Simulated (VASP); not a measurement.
Input of a VASP 6.6.1 run:

File POSCAR:

```
MgS
1.0
    0.0000000000      2.8308747668      2.8308747668
    2.8308747668      0.0000000000      2.8308747668
    2.8308747668      2.8308747668      0.0000000000
Mg S
1 1
Direct
    0.0000000000      0.0000000000      0.0000000000
    0.7500000000      0.7500000000      0.7500000000
```

File INCAR.step1:

```
SYSTEM = MgS
PREC = Accurate
ENCUT = 520
EDIFF = 1E-5
ISMEAR = 1
SIGMA = 0.2
LREAL = .False.
LASPH = .True.
NELM = 60
ALGO = Normal
ISIF = 2
LWAVE = .True.
NBANDS = 11
GGA = PE
```

Contents of INCAR.step2:

```
SYSTEM = MgS
PREC = Accurate
ENCUT = 520
EDIFF = 1E-6
ISMEAR = 1
SIGMA = 0.2
LREAL = .False.
LASPH = .True.
NELM = 60
ALGO = Normal
ISIF = 2
LWAVE = .False.
LCHARG = .True.
GGA = PE
LHFCALC = .True.
HFSCREEN = 0.2079
PRECFOCK = Normal
LELF = .True.
LVHAR = .True.
NBANDS = 11
ISTART = 1
```

Contents of KPOINTS:

```
regular mesh
0
Gamma
  4 4 4
  0 0 0
```

Potentials or basis: VASP PAW PBE potentials, release 64 (Mg, S).

Run with:

```bash
$ cat potpaw_PBE.64/Mg/POTCAR potpaw_PBE.64/S/POTCAR > POTCAR
$ cp INCAR.step1 INCAR
$ mpirun -np 1 vasp_std > vasp.out
$ cp INCAR.step2 INCAR
$ mpirun -np 1 vasp_std > vasp.out
```

Problem. What does it give for the pressure?

Solution. -0.1 GPa.

Problem. Predict the band gap on the k mesh.

Solution. 4.51 eV.

Caveat: the k points lie up to 0.48 Å⁻¹ apart; the PAW data sets were made with another functional, which shifts forces and pressure a little. A k mesh can miss the band edges.
